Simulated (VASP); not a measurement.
# Ni (P6_3/mmc) in VASP: a series of runs

Ni is run at these levels: PBEsol; tasks: single point.

All numbers are computed with VASP 6.6.1; they aren't measurements. Logs are shortened: lines on timing, memory, paths and dates and some standing lists are left out, and cuts for length are marked.

## (1) The cell of the first run

It takes space group P6_3/mmc (No. 194, hexagonal). The conventional cell has a = 2.488 Å, b = 2.488 Å, c = 4.140 Å, α = 90.00°, β = 90.00°, γ = 120.00°. Within 3.3 Å of Ni (site symmetry -6m2) lie 12 Ni at 2.49 to 2.52 Å.

## (2) Single point, PBEsol, collinear spin, antiferromagnetic start

File INCAR:

```
ALGO = Normal ; EDIFF = 1E-6
ENCUT = 520 ; GGA = PS
ISIF = 2 ; ISMEAR = -1
ISPIN = 2 ; LASPH = True
LCHARG = True ; LELF = True
LMAXMIX = 4 ; LORBIT = 11
LREAL = False ; LVHAR = True
LWAVE = False ; MAGMOM = 1 -1
NBANDS = 21 ; NELM = 150
PREC = Accurate ; SIGMA = 0.1
```

File KPOINTS:

```
k-points
0
Gamma
  16 16 8
```

File POSCAR:

```
Ni
1.0
    2.4881586094      0.0000000000      0.0000000000
   -1.2440793047      2.1548110963      0.0000000000
    0.0000000000      0.0000000000      4.1395892460
Ni
2
Direct
    0.3333333333      0.6666666667      0.2500000000
    0.6666666667      0.3333333333      0.7500000000
```

Potentials or basis: VASP PAW PBE potentials, release 64 (Ni).

On the command line:

```
$ cat potpaw_PBE.64/Ni/POTCAR > POTCAR
$ mpirun -np 1 vasp_std > vasp.out
```

OUTCAR:

```text
EDIFF = 1E-6
   ENCUT = 520
   GGA = PS
   ISIF = 2
   ISMEAR = -1
   ISPIN = 2
   LASPH = True
   LORBIT = 11
   LREAL = False
   NELM = 150
   PREC = Accurate

 ion  position               nearest neighbor table
   1  0.333  0.667  0.250-   2 2.52   2 2.52   2 2.52   2 2.52   2 2.52   2 2.52
   2  0.667  0.333  0.750-   1 2.52   1 2.52   1 2.52   1 2.52   1 2.52   1 2.52

  LATTYP: Found a hexagonal cell.
 ALAT       =     2.4881586094
 C/A-ratio  =     1.6637159827

  Lattice vectors:

 A1 = (   2.4881586094,   0.0000000000,   0.0000000000)
 A2 = (  -1.2440793047,   2.1548110963,   0.0000000000)
 A3 = (   0.0000000000,   0.0000000000,   4.1395892460)

Analysis of symmetry for initial positions (statically):
=====================================================================
 Subroutine PRICEL returns:
 Original cell was already a primitive cell.

 Routine SETGRP: Setting up the symmetry group for a
 hexagonal supercell.

 Subroutine GETGRP returns: Found 24 space group operations
 (whereof 12 operations were pure point group operations)
 out of a pool of 24 trial point group operations.

The static configuration has the point symmetry D_3d.
 The point group associated with its full space group is D_6h.

Analysis of symmetry for dynamics (positions and initial velocities):
=====================================================================
 Subroutine PRICEL returns:
 Original cell was already a primitive cell.

 Routine SETGRP: Setting up the symmetry group for a
 hexagonal supercell.

 Subroutine GETGRP returns: Found 24 space group operations
 (whereof 12 operations were pure point group operations)
 out of a pool of 24 trial point group operations.

The dynamic configuration has the point symmetry D_3d.
 The point group associated with its full space group is D_6h.

Analysis of structural, dynamic, and magnetic symmetry:
=====================================================================
 Subroutine PRICEL returns:
 Original cell was already a primitive cell.

 Routine SETGRP: Setting up the symmetry group for a
 hexagonal supercell.

 Subroutine GETGRP returns: Found 24 space group operations
 (whereof 12 operations were pure point group operations)
 out of a pool of 24 trial point group operations.

The overall configuration has the point symmetry D_3d.
 The point group associated with its full space group is D_6h.

 Subroutine INISYM returns: Found 24 space group operations
 (whereof 12 operations are pure point group operations),
 and found     1 'primitive' translations

[... 114 lines left out ...]
     AMIX_MAG =   1.60;   BMIX_MAG =  1.00
  volume/ion in A,a.u.               =      11.10        74.89
  Fermi-wavevector in a.u.,A,eV,Ry     =   1.581260  2.988148 34.019785  2.500384
  Thomas-Fermi vector in A             =   2.681363
   LORBIT       =     11    0 simple, 1 ext, 2 COOP (PROOUT), +10 PAW based schemes
   GGA     = PS    functional components
   LHFCALC =     F    Hartree Fock is set to
   AEXX    =    0.0000 exact exchange contribution
   IVDW    =     0    specifies the selected vdW correction
   LEPSILON=     F    determine dielectric tensor
   LRPA    =     F    only Hartree local field effects (RPA)
 spin polarized calculation
  energy-cutoff  :      520.00
  volume of cell :       22.19
 maximum number of plane-waves:       613
 NGX is ok and might be reduce to    20
   NGX =  9   NGY =  9   NGZ = 15

 number of electron      20.0000006 magnetization      -0.0000000

 number of electron      20.0000006 magnetization       0.0000000

 Free energy of the ion-electron system (eV)
  ---------------------------------------------------
  ext. energy  EPLUGINS =         0.00000000
  ---------------------------------------------------
  free energy    TOTEN  =       -12.16062916 eV

  energy without entropy =      -11.96854884  energy(sigma->0) =      -12.06458900

 E-fermi :   8.7661     XC(G=0): -13.3150

 val. band max:        8.7635089340   @ k =   0.1875   0.1875   0.0000
 cond. band min:       8.7679732918   @ k =   0.3125   0.2500   0.2500
 fundamental gap:      0.0044643578
 Fermi energy:         8.7661375379

 spin component 1

 k-point     1 :       0.0000    0.0000    0.0000
  band No.  band energies     occupation
      1      -0.0165      1.00000
      2       4.3682      1.00000
      3       6.8572      1.00000
      4       6.9918      1.00000
      5       6.9918      1.00000
      6       7.2455      1.00000
[... 565 lines left out ...]
     20      37.3832      0.00000
     21      39.5425      0.00000

 [... further k-points ...]

 spin component 2

 k-point     1 :       0.0000    0.0000    0.0000
  band No.  band energies     occupation
      1      -0.0165      1.00000
      2       4.3682      1.00000
      3       6.8572      1.00000
      4       6.9918      1.00000
      5       6.9918      1.00000
      6       7.2455      1.00000
[... 565 lines left out ...]
     20      37.3832      0.00000
     21      39.5425      0.00000

 [... further k-points ...]
[... 5 lines left out ...]
  --------------------------------------------------------------------------------------
  -------------------------------------------------------------------------------------
  Total       -1.6435601     -1.6435640     -1.9842986     -0.0000000     -0.0000000      0.0000000
  in kB     -118.6456077   -118.6458866   -143.2428942     -0.0000000     -0.0000000      0.0000000
  external PRESSURE =    -126.8447962 kB  Pullay stress =       0.0000000 kB

 VOLUME and BASIS-vectors are now :
 -----------------------------------------------------------------------------
  energy-cutoff  :      520.00
  volume of cell :       22.19
      direct lattice vectors                 reciprocal lattice vectors
     2.488158609  0.000000000  0.000000000     0.401903639  0.232038902  0.000000000
    -1.244079305  2.154811096  0.000000000     0.000000000  0.464077803  0.000000000
     0.000000000  0.000000000  4.139589246     0.000000000  0.000000000  0.241569861

 POSITION                                       TOTAL-FORCE (eV/Angst)
 -----------------------------------------------------------------------------------
     -0.00000      1.43654      1.03490         0.000000      0.000000      0.000000
      1.24408      0.71827      3.10469        -0.000000     -0.000000      0.000000
 -----------------------------------------------------------------------------------
    total drift:                               -0.000000      0.000000     -0.000000

  FREE ENERGIE OF THE ION-ELECTRON SYSTEM (eV)
  ---------------------------------------------------
  free  energy   TOTEN  =       -12.1606291601 eV

  energy  without entropy=      -11.9685488448  energy(sigma->0) =      -12.06458900

 total charge

# of ion       s       p       d       tot
------------------------------------------
    1        0.488   0.480   8.314   9.282
    2        0.488   0.480   8.314   9.282
--------------------------------------------------
tot          0.976   0.960  16.628  18.564

 magnetization (x)

# of ion       s       p       d       tot
------------------------------------------
    1       -0.000   0.000  -0.000  -0.000
    2        0.000  -0.000   0.000   0.000
--------------------------------------------------
tot          0.000   0.000   0.000   0.000
```

Wall time 3.6 min (1 thread of AMD EPYC 7R43 (Zen 3), shared host); peak memory 0.17 GiB.

What came out:

```
Free energy                                           : -12.1606 eV
Pressure                                              : -12.7 GPa
Band gap on the k mesh                                : zero (filled and empty bands overlap)
Net moment                                            : 0.00 μB per cell
Valence electrons inside the program's atomic spheres : Ni 9.28
```

Stress tensor (GPa, compression positive):
```
-11.86   0.00   0.00
  0.00 -11.86   0.00
  0.00   0.00 -14.32
```

Levels at points of the mesh, in eV from the Fermi level:
Spin up:
```csv
k point,band 8,band 9,band 10,band 11,band 12,band 13
"(0.00, 0.00, 0.00)",-1.05,-1.05,-0.36,-0.16,-0.16,5.61
"(0.50, 0.00, 0.00)",-0.02,0.00,0.09,1.54,3.34,9.30
"(0.00, 0.00, 0.50)",-1.80,-0.44,-0.44,-0.44,-0.44,13.93
"(0.50, 0.00, 0.50)",-0.48,0.04,0.04,1.66,1.66,6.97
```
Spin down:
| k point | band 6 | band 7 | band 8 | band 9 | band 10 | band 11 | band 12 | band 13 | band 14 | band 15 |
| --- | --- | --- | --- | --- | --- | --- | --- | --- | --- | --- |
| (0.00, 0.00, 0.00) | -1.52 | -1.52 | -1.05 | -1.05 | -0.36 | -0.16 | -0.16 | 5.61 | 22.73 | 24.60 |
| (0.50, 0.00, 0.00) | -1.78 | -1.51 | -0.02 | 0.00 | 0.09 | 1.54 | 3.34 | 9.30 | 9.77 | 12.39 |
| (0.00, 0.00, 0.50) | -1.80 | -1.80 | -1.80 | -0.44 | -0.44 | -0.44 | -0.44 | 13.93 | 13.93 | 23.42 |
| (0.50, 0.00, 0.50) | -0.98 | -0.48 | -0.48 | 0.04 | 0.04 | 1.66 | 1.66 | 6.97 | 6.97 | 18.28 |

Caveat: the PAW data sets were made with another functional, which shifts forces and pressure a little.

[end of part 1 of 2]
